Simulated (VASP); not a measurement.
Write the native input for VASP 6.6.1 that does the following.

- Task: single point
- Functional: PBE
- Potentials or basis: VASP PAW PBE potentials, release 64 (Na_pv, H)
- Cutoff: 520 eV
- k mesh: 8 × 8 × 8
- Occupations: gaussian, width 0.01 eV
- Spin: no spin polarisation
- Dipole correction: no
- Further INCAR settings: ALGO = Normal; EDIFF = 1e-06; NBANDS = 11

The structure of NaH lies in POSCAR:

```
NaH
1.0
    0.0000000000      2.3975116427      2.3975116427
    2.3975116427      0.0000000000      2.3975116427
    2.3975116427      2.3975116427      0.0000000000
Na H
1 1
Direct
    0.0000000000      0.0000000000      0.0000000000
    0.5000000000      0.5000000000      0.5000000000
```

The input as run:

INCAR

```
PREC     = Accurate       # precision mode
ENCUT    = 520            # plane-wave cutoff, eV
EDIFF    = 1E-6           # SCF threshold, eV
ISMEAR   = 0              # smearing method
SIGMA    = 0.01           # smearing width, eV
LREAL    = False          # projectors in reciprocal space
LASPH    = True           # aspherical terms in the spheres
NELM     = 60             # most SCF steps
ALGO     = Normal         # electronic algorithm
ISIF     = 2              # what is computed and relaxed
LWAVE    = False          # write WAVECAR
LCHARG   = True           # write CHGCAR
GGA      = PE             # functional
LELF     = True           # ELF
LVHAR    = True         
NBANDS   = 11             # bands
```

KPOINTS

```
Automatic mesh
0
Gamma
  8 8 8
```

Potentials or basis: VASP PAW PBE potentials, release 64 (Na_pv, H).

Command:

```bash
$ cat potpaw_PBE.64/Na_pv/POTCAR potpaw_PBE.64/H/POTCAR > POTCAR
$ mpirun -np 1 vasp_std > vasp.out
```

Results of the run:

* Pressure: 0.5 GPa
* Band gap on the k mesh: 3.80 eV (least direct gap 4.67 eV)

Run time: 13 s on 1 thread of Intel(R) Xeon(R) Platinum 8488C (Sapphire Rapids), on a shared host, peak memory 0.15 GiB.
